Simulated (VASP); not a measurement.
# Pt (Im-3m) in VASP: notebook

Runs on Pt. Level: r2SCAN. Tasks: single point.

All numbers are computed with VASP 6.6.1; they aren't measurements. Logs are shortened: lines on timing, memory, paths and dates and some standing lists are left out, and cuts for length are marked.

### Step 1. The cell of the first run

Symmetry: Im-3m, No. 229, cubic system. The conventional cell has a = 3.115 Å, b = 3.115 Å, c = 3.115 Å, α = 90.00°, β = 90.00°, γ = 90.00°. Within 3.6 Å of Pt (site symmetry m-3m) lie 14 Pt at 2.70 to 3.11 Å.

### Step 2. Single point, r2SCAN

POSCAR reads:

```
Pt
1.0
   -1.5573636253      1.5573636253      1.5573636253
    1.5573636253     -1.5573636253      1.5573636253
    1.5573636253      1.5573636253     -1.5573636253
Pt
1
Direct
    0.0000000000      0.0000000000      0.0000000000
```

INCAR.step1 reads:

```
SYSTEM = Pt
  ALGO = Normal
  EDIFF = 1E-4
  ENCUT = 520
  GGA = PE
  ISMEAR = -1
  LASPH = .True.
  LCHARG = .False.
  LREAL = .False.
  LWAVE = .True.
  NBANDS = 11
  NELM = 80
  PREC = Accurate
  SIGMA = 0.1
```

INCAR.step2 reads:

```
SYSTEM = Pt
  ALGO = Normal
  EDIFF = 1E-7
  ENCUT = 520
  ISIF = 2
  ISMEAR = -1
  ISTART = 1
  LASPH = .True.
  LCHARG = .False.
  LMIXTAU = .True.
  LREAL = .False.
  LWAVE = .False.
  METAGGA = R2SCAN
  NBANDS = 11
  NELM = 80
  PREC = Accurate
  SIGMA = 0.1
```

KPOINTS reads:

```
k-points
0
Gamma
  13 13 13
  0 0 0
```

Potentials or basis: VASP PAW PBE potentials, release 64 (Pt).

Run with:

```sh
$ cat potpaw_PBE.64/Pt/POTCAR > POTCAR
$ cp INCAR.step1 INCAR
$ mpirun -np 1 vasp_std > vasp.out
$ cp INCAR.step2 INCAR
$ mpirun -np 1 vasp_std > vasp.out
```

OUTCAR:

```text
SYSTEM = Pt
   EDIFF = 1E-7
   ENCUT = 520
   ISIF = 2
   ISMEAR = -1
   ISTART = 1
   LASPH = .True.
   LREAL = .False.
   METAGGA = R2SCAN
   NELM = 80
   PREC = Accurate

 ion  position               nearest neighbor table
   1  0.000  0.000  0.000-

  LATTYP: Found a body centered cubic cell.
 ALAT       =     3.1147272506

  Lattice vectors:

 A1 = (  -1.5573636253,   1.5573636253,   1.5573636253)
 A2 = (   1.5573636253,  -1.5573636253,   1.5573636253)
 A3 = (   1.5573636253,   1.5573636253,  -1.5573636253)

Analysis of symmetry for initial positions (statically):
=====================================================================
 Subroutine PRICEL returns:
 Original cell was already a primitive cell.

 Routine SETGRP: Setting up the symmetry group for a
 body centered cubic supercell.

 Subroutine GETGRP returns: Found 48 space group operations
 (whereof 48 operations were pure point group operations)
 out of a pool of 48 trial point group operations.

The static configuration has the point symmetry O_h .

Analysis of symmetry for dynamics (positions and initial velocities):
=====================================================================
 Subroutine PRICEL returns:
 Original cell was already a primitive cell.

 Routine SETGRP: Setting up the symmetry group for a
 body centered cubic supercell.

 Subroutine GETGRP returns: Found 48 space group operations
 (whereof 48 operations were pure point group operations)
 out of a pool of 48 trial point group operations.

The dynamic configuration has the point symmetry O_h .

 Subroutine INISYM returns: Found 48 space group operations
 (whereof 48 operations are pure point group operations),
 and found     1 'primitive' translations

----------------------------------------------------------------------------------------

                                     Primitive cell

  volume of cell :      15.1088

  direct lattice vectors                    reciprocal lattice vectors
    -1.557363625  1.557363625  1.557363625     0.000000000  0.321055399  0.321055399
     1.557363625 -1.557363625  1.557363625     0.321055399  0.000000000  0.321055399
     1.557363625  1.557363625 -1.557363625     0.321055399  0.321055399  0.000000000

  length of vectors
     2.697432925  2.697432925  2.697432925     0.454040899  0.454040899  0.454040899

  position of ions in fractional coordinates (direct lattice)
     0.000000000  0.000000000  0.000000000

  ion indices of the primitive-cell ions
   primitive index   ion index
                 1           1

----------------------------------------------------------------------------------------

 KPOINTS: k-points

Automatic generation of k-mesh.
 Grid dimensions read from file:
 generate k-points for:   13   13   13

 Generating k-lattice:

  Cartesian coordinates                     Fractional coordinates (reciprocal lattice)
     0.000000000  0.024696569  0.024696569     0.076923077  0.000000000  0.000000000
     0.024696569  0.000000000  0.024696569     0.000000000  0.076923077  0.000000000
     0.024696569  0.024696569  0.000000000     0.000000000  0.000000000  0.076923077

  Length of vectors
     0.034926223  0.034926223  0.034926223

  Shift w.r.t. Gamma in fractional coordinates (k-lattice)
     0.000000000  0.000000000  0.000000000

 Subroutine IBZKPT returns following result:
 ===========================================

 Found     84 irreducible k-points:

 Following reciprocal coordinates:
            Coordinates               Weight
  0.000000  0.000000  0.000000      1.000000
  0.076923  0.000000  0.000000     12.000000
  0.153846  0.000000  0.000000     12.000000
  0.230769  0.000000  0.000000     12.000000
  0.307692  0.000000  0.000000     12.000000
  0.384615  0.000000  0.000000     12.000000
[... 16 lines left out ...]
  0.153846  0.076923  0.076923     24.000000
  0.230769  0.076923  0.076923     24.000000
 [... further k-points ...]
   k-points           NKPTS =     84   k-points in BZ     NKDIM =     84   number of bands    NBANDS=     11
   number of dos      NEDOS =    301   number of ions     NIONS =      1
   total plane-waves  NPLWV =   8000
   dimension x,y,z NGX =    20 NGY =   20 NGZ =   20
   dimension x,y,z NGXF=    40 NGYF=   40 NGZF=   40
   ions per type =               1
   NGX,Y,Z   is equivalent  to a cutoff of  12.33, 12.33, 12.33 a.u.
   NGXF,Y,Z  is equivalent  to a cutoff of  24.65, 24.65, 24.65 a.u.
 SYSTEM =  Pt
   PREC   = accura    normal or accurate (medium, high low for compatibility)
   ISTART =      1    job   : 0-new  1-cont  2-samecut
   ICHARG =      0    charge: 1-file 2-atom 10-const
   ISPIN  =      1    spin polarized calculation?
   LNONCOLLINEAR =      F non collinear calculations
   LSORBIT =      F    spin-orbit coupling
   LASPH  =      T    aspherical Exc in radial PAW
   ENCUT  =  520.0 eV  38.22 Ry    6.18 a.u.   5.02  5.02  5.02*2*pi/ulx,y,z
   NELM   =     80;   NELMIN=  2; NELMDL=  0     # of ELM steps
   EDIFF  = 0.1E-06   stopping-criterion for ELM
   LREAL  =      F    real-space projection
   EDIFFG = 0.1E-05   stopping-criterion for IOM
   NSW    =      0    number of steps for IOM
   IBRION =     -1    ionic relax: 0-MD 1-quasi-New 2-CG
   NFREE  =      0    steps in history (QN), initial steepest desc. (CG)
   ISIF   =      2    stress and relaxation
   ISYM   =      2    0-nonsym 1-usesym 2-fastsym
   POTIM  = 0.5000    time-step for ionic-motion
   TEBEG  =    0.0;   TEEND  =   0.0 temperature during run
   PSTRESS=    0.0 pullay stress
   NELECT =      10.0000    total number of electrons
   NUPDOWN=      -1.0000    fix difference up-down
   EMIN   =  10.00;   EMAX   =-10.00  energy-range for DOS
   EFERMI =   0.00;   METHOD = LEGACY
   ISMEAR =    -1;   SIGMA  =   0.10  broadening in eV -4-tet -1-fermi 0-gaus
   EFERMI_NEDOS =   21; number of points for ismear=-14 and -15
   IALGO  =     38    algorithm
   IMIX   =      4    mixing-type and parameters
     AMIX     =   0.40;   BMIX     =  1.00
     AMIX_MAG =   1.60;   BMIX_MAG =  1.00
  volume/ion in A,a.u.               =      15.11       101.96
  Fermi-wavevector in a.u.,A,eV,Ry     =   1.426696  2.696065 27.694139  2.035462
  Thomas-Fermi vector in A             =   2.546945
   LORBIT       =      0    0 simple, 1 ext, 2 COOP (PROOUT), +10 PAW based schemes
   METAGGA = R2SCAN    functional components
   LHFCALC =     F    Hartree Fock is set to
   AEXX    =    0.0000 exact exchange contribution
   IVDW    =     0    specifies the selected vdW correction
   LEPSILON=     F    determine dielectric tensor
   LRPA    =     F    only Hartree local field effects (RPA)
 non-spin polarized calculation
  energy-cutoff  :      520.00
  volume of cell :       15.11
 maximum number of plane-waves:       420
   NGX =  9   NGY =  9   NGZ =  9

 number of electron       9.9999998 magnetization

 Free energy of the ion-electron system (eV)
  ---------------------------------------------------
  ext. energy  EPLUGINS =         0.00000000
  ---------------------------------------------------
  free energy    TOTEN  =       -51.40803727 eV

  energy without entropy =      -51.37609924  energy(sigma->0) =      -51.39206825

 E-fermi :  10.8301     XC(G=0): -14.5956

 val. band max:       10.7877784329   @ k =  -0.3846  -0.4615   0.1538
 cond. band min:      10.8459372573   @ k =  -0.3846  -0.4615   0.2308
 fundamental gap:      0.0581588244
 Fermi energy:        10.8301053661

 k-point     1 :       0.0000    0.0000    0.0000
  band No.  band energies     occupation
      1       0.5435      2.00000
      2       6.9055      2.00000
      3       6.9055      2.00000
      4       6.9055      2.00000
      5       9.5790      1.99999
      6       9.5790      1.99999
      7      28.8413      0.00000
      8      28.8413      0.00000
      9      28.8413      0.00000
     10      39.8477      0.00000
     11      39.8477      0.00000

 k-point     2 :       0.0769    0.0000    0.0000
  band No.  band energies     occupation
      1       0.8047      2.00000
      2       6.8013      2.00000
      3       6.9048      2.00000
      4       7.1193      2.00000
      5       9.4472      2.00000
      6       9.5857      1.99999
      7      28.9619      0.00000
      8      29.0629      0.00000
      9      29.2287      0.00000
     10      37.1196      0.00000
     11      37.7426      0.00000

 k-point     3 :       0.1538    0.0000    0.0000
  band No.  band energies     occupation
      1       1.5401      2.00000
      2       6.5230      2.00000
      3       6.8809      2.00000
      4       7.7417      2.00000
      5       9.2001      2.00000
      6       9.6121      1.99999
      7      28.9834      0.00000
      8      29.0591      0.00000
      9      30.3394      0.00000
     10      35.2354      0.00000
     11      35.3216      0.00000

 k-point     4 :       0.2308    0.0000    0.0000
  band No.  band energies     occupation
      1       2.5504      2.00000
      2       6.1543      2.00000
      3       6.9066      2.00000
      4       8.7108      2.00000
      5       9.1068      2.00000
      6       9.6696      1.99998
      7      27.1723      0.00000
      8      28.1581      0.00000
      9      32.0296      0.00000
     10      34.8259      0.00000
     11      34.8377      0.00000

 k-point     5 :       0.3077    0.0000    0.0000
  band No.  band energies     occupation
      1       3.3510      2.00000
      2       5.7887      2.00000
      3       7.4542      2.00000
      4       9.2425      2.00000
      5       9.7584      1.99996
      6       9.9000      1.99982
      7      23.9530      0.00000
      8      26.7781      0.00000
      9      31.8913      0.00000
     10      34.0690      0.00000
     11      35.6536      0.00000
[... 211 lines left out ...]
 k-point    21 :       0.3077    0.3077    0.0000
  band No.  band energies     occupation
      1       4.8710      2.00000
      2       6.1700      2.00000
      3       6.7727      2.00000
      4       9.6795      1.99998
      5      10.0347      1.99930
      6      16.6826      0.00000
      7      18.2731      0.00000
      8      20.5087      0.00000
      9      28.3573      0.00000
     10      34.1844      0.00000
     11      35.1444      0.00000

 k-point    22 :       0.0769    0.0769    0.0769
  band No.  band energies     occupation
      1       2.0008      2.00000
      2       6.4575      2.00000
      3       6.4575      2.00000
      4       8.4332      2.00000
      5       9.4084      2.00000
      6       9.4084      2.00000
      7      29.0582      0.00000
      8      29.0582      0.00000
      9      29.9629      0.00000
     10      32.6431      0.00000
     11      36.9885      0.00000

 k-point    23 :       0.1538    0.0769    0.0769
  band No.  band energies     occupation
      1       3.0004      2.00000
      2       6.0769      2.00000
      3       6.3154      2.00000
      4       9.2866      2.00000
      5       9.5923      1.99999
      6       9.6162      1.99999
      7      27.2684      0.00000
      8      28.0114      0.00000
      9      29.8253      0.00000
     10      31.1233      0.00000
     11      37.8276      0.00000

 k-point    24 :       0.2308    0.0769    0.0769
  band No.  band energies     occupation
      1       3.8465      2.00000
      2       5.7341      2.00000
      3       6.6323      2.00000
      4       9.3366      2.00000
      5       9.7500      1.99996
      6      11.0513      0.19742
      7      23.8380      0.00000
      8      26.6412      0.00000
      9      28.3948      0.00000
     10      32.8580      0.00000
     11      38.9555      0.00000

 [... further k-points ...]
[... 5 lines left out ...]
  --------------------------------------------------------------------------------------
  -------------------------------------------------------------------------------------
  Total        0.7210291      0.7210291      0.7210291     -0.0000000      0.0000000     -0.0000000
  in kB       76.4598307     76.4598307     76.4598307     -0.0000000      0.0000000     -0.0000000
  external PRESSURE =      76.4598307 kB  Pullay stress =       0.0000000 kB

 VOLUME and BASIS-vectors are now :
 -----------------------------------------------------------------------------
  energy-cutoff  :      520.00
  volume of cell :       15.11
      direct lattice vectors                 reciprocal lattice vectors
    -1.557363625  1.557363625  1.557363625     0.000000000  0.321055399  0.321055399
     1.557363625 -1.557363625  1.557363625     0.321055399  0.000000000  0.321055399
     1.557363625  1.557363625 -1.557363625     0.321055399  0.321055399  0.000000000

 POSITION                                       TOTAL-FORCE (eV/Angst)
 -----------------------------------------------------------------------------------
      0.00000      0.00000      0.00000        -0.000000      0.000000     -0.000000
 -----------------------------------------------------------------------------------
    total drift:                                0.000000      0.000000      0.000000

  FREE ENERGIE OF THE ION-ELECTRON SYSTEM (eV)
  ---------------------------------------------------
  free  energy   TOTEN  =       -51.4080372694 eV

  energy  without entropy=      -51.3760992350  energy(sigma->0) =      -51.39206825
```

It took 19 s on 1 thread of Intel Xeon 6975P-C (Granite Rapids), shared host; peak memory 0.13 GiB.

What came out:

| Quantity | Value |
| --- | --- |
| Free energy | -51.4080 eV |
| Pressure | 7.6 GPa |
| Band gap on the k mesh | zero (band 5 reaches 11.82 eV, above the bottom of band 6 at 9.41 eV) |

Levels at points of the mesh, in eV from the Fermi level:
```
           k point  band 3  band 4  band 5  band 6  band 7  band 8
(0.00, 0.00, 0.00)   -3.92   -3.92   -1.25   -1.25   18.01   18.01
```

Caveat: the PAW data sets were made with another functional, which shifts forces and pressure a little; spin-orbit coupling is left out, which moves the levels of the heavy elements.

(Continued in part 2 of 2.)
